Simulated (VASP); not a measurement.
Input of a VASP 6.6.1 run:

Contents of INCAR:

```
SYSTEM = KF
PREC = Accurate ; ENCUT = 600
EDIFF = 1E-6 ; ISMEAR = 1
SIGMA = 0.001 ; LREAL = .FALSE.
LASPH = .TRUE. ; NELM = 120
ALGO = Normal ; ISIF = 2
LWAVE = .FALSE. ; LCHARG = .FALSE.
GGA = PE ; NBANDS = 15
GGA_COMPAT = .FALSE.
```

The input KPOINTS:

```
regular mesh
0
G
  6 6 6
  0 0 0
```

The input POSCAR:

```
KF
1.0
    0.0000000000      2.6589605792      2.6589605792
    2.6589605792      0.0000000000      2.6589605792
    2.6589605792      2.6589605792      0.0000000000
K F
1 1
Direct
    0.0000000000      0.0000000000      0.0000000000
    0.5000000000      0.5000000000      0.5000000000
```

Potentials or basis: VASP PAW PBE potentials, release 64 (K_sv, F).

Run with:

```console
$ cat potpaw_PBE.64/K_sv/POTCAR potpaw_PBE.64/F/POTCAR > POTCAR
$ mpirun -np 1 vasp_std > vasp.out
```

Task: What does it give for the pressure?

Result: 1.9 GPa.

Task: What does it give for the band gap on the k mesh?

Result: 6.24 eV, direct.
